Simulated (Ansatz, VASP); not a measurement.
# One calculation of Na6BN, two programs

```
Na B N
1.0
    -0.00358    4.43220    4.43220
     4.42795    0.00383    4.42466
     5.06143    5.06626   -0.63906
Na B N
6 1 1
Direct
  0.72821 0.13323 0.73306
  0.13370 0.40548 0.73276
  0.27181 0.86673 0.26692
  0.40534 0.72827 0.73317
  0.59457 0.27147 0.26720
  0.86641 0.59455 0.26692
  0.99989 0.00022 0.99999
  0.50007 0.50005 0.49999
```

Change from the starting cell: cell x1, atoms moved at random (sigma 0.05 Å) and cell strained at random (1.5 %), then relaxed without symmetry.

Alike in both runs: functional PBE; k mesh 4 × 4 × 4; occupations gaussian, width 0.1 eV; no spin polarisation.

Ansatz relaxed the structure, and its values are those at the end. VASP's run is a single point on that final structure, the one shown.

```csv
,VASP,Ansatz
version,VASP 6.6.1,Ansatz 0.2.0
potentials or method,"VASP PAW PBE potentials, release 64 (Na_pv, B, N), cutoff 520 eV","scalar-relativistic, plane waves, PAW"
valence electrons in the cell,50,62
```

```csv
,VASP,Ansatz,Ansatz less VASP
gap on the k mesh at the Fermi level (eV),none,none,-
pressure (GPa),0.0,0.0,-0.03
rms of the force components (eV/Å),0.005,0.001,-0.0042
```

A gap of «none» marks a metal or a gap that the smearing closes. VASP's potentials hold 50 valence electrons a cell and Ansatz's 62, so a difference there can come from the potentials and not from the codes.
